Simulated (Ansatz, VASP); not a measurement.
## CoH: VASP beside Ansatz

```
CELL_PARAMETERS angstrom
0.00000 1.84296 1.84296
1.84296 0.00000 1.84296
1.84296 1.84296 0.00000
ATOMIC_POSITIONS crystal
Co 0.93750 0.93750 0.06250
H 0.56250 0.56250 0.43750
```

Change from the starting cell: shortest bond scaled by 0.75, PAW files.

Alike in both runs: task electric field gradients; functional r2SCAN; k mesh 13 × 13 × 13; occupations fermi-dirac, width 0.05 eV; collinear spin.

|  | VASP | Ansatz |
| --- | --- | --- |
| version | VASP 6.6.1 | Ansatz 0.2.0 |
| potentials or method | VASP PAW PBE potentials, release 64 (Co_sv, H) | PAW with Ansatz's default frozen-core files, scalar-relativistic |
| plane-wave cutoff (eV) | 560 | 500 |
| valence electrons in the cell | 18 | 18 |

VASP gave:

| Quantity | Value |
| --- | --- |
| rms of the force components (eV/Å) | 1.800 |
| net moment per atom (μB) | 0.68 |
| size of the moment on the site where the two differ most (μB) | 1.47 |
| size of Vzz on the site where it differs most (V/Å²) | 32.3 |

Question: Which values does Ansatz return?

Answer: rms of the force components (eV/Å): 1.756; net moment per atom (μB): 0.68; size of the moment on the site where the two differ most (μB): 1.18; size of Vzz on the site where it differs most (V/Å²): 31.7.

VASP's potentials were made for PBE, not for r2SCAN. Site moments also hang on the region over which each program counts them. Atom by atom the forces differ by 0.043 eV/Å (rms over components). Ansatz's warnings: stability check not made.
